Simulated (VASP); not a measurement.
A run of VASP 6.6.1 is set up as follows.

Contents of INCAR:

```
SYSTEM = K
ALGO     = Normal         ! electronic algorithm
EDIFF    = 1E-6           ! SCF threshold, eV
ENCUT    = 520            ! plane-wave cutoff, eV
GGA      = PE             ! functional
ISIF     = 2              ! what is computed and relaxed
ISMEAR   = -1             ! smearing method
LASPH    = .True.         ! aspherical terms in the spheres
LCHARG   = .True.         ! write CHGCAR
LELF     = .True.         ! ELF
LREAL    = .False.        ! projectors in reciprocal space
LVHAR    = .True.       
LWAVE    = .False.        ! write WAVECAR
NBANDS   = 20             ! bands
NELM     = 60             ! most SCF steps
PREC     = Accurate       ! precision mode
SIGMA    = 0.1            ! smearing width, eV
```

File KPOINTS:

```
k-points
0
Gamma
  5 5 7
  0 0 0
```

POSCAR

```
K
1.0
    5.5759376155      0.0000000000      0.0000000000
   -2.7879688078      4.8289036250      0.0000000000
    0.0000000000      0.0000000000      3.3134077198
K
3
Direct
    0.0000000000      0.0000000000      0.0000000000
    0.3333333333      0.6666666667      0.5000000000
    0.6666666667      0.3333333333      0.5000000000
```

Potentials or basis: VASP PAW PBE potentials, release 64 (K_sv).

Run with:

```sh
$ cat potpaw_PBE.64/K_sv/POTCAR > POTCAR
$ mpirun -np 1 vasp_std > vasp.out
```

(1) Predict the pressure.

(2) Estimate the band gap on the k mesh.

Answers

(1) 16.3 GPa.

(2) zero (an odd number of electrons rules out a gap without spin polarisation).

Caveat: the cell stands under pressure.
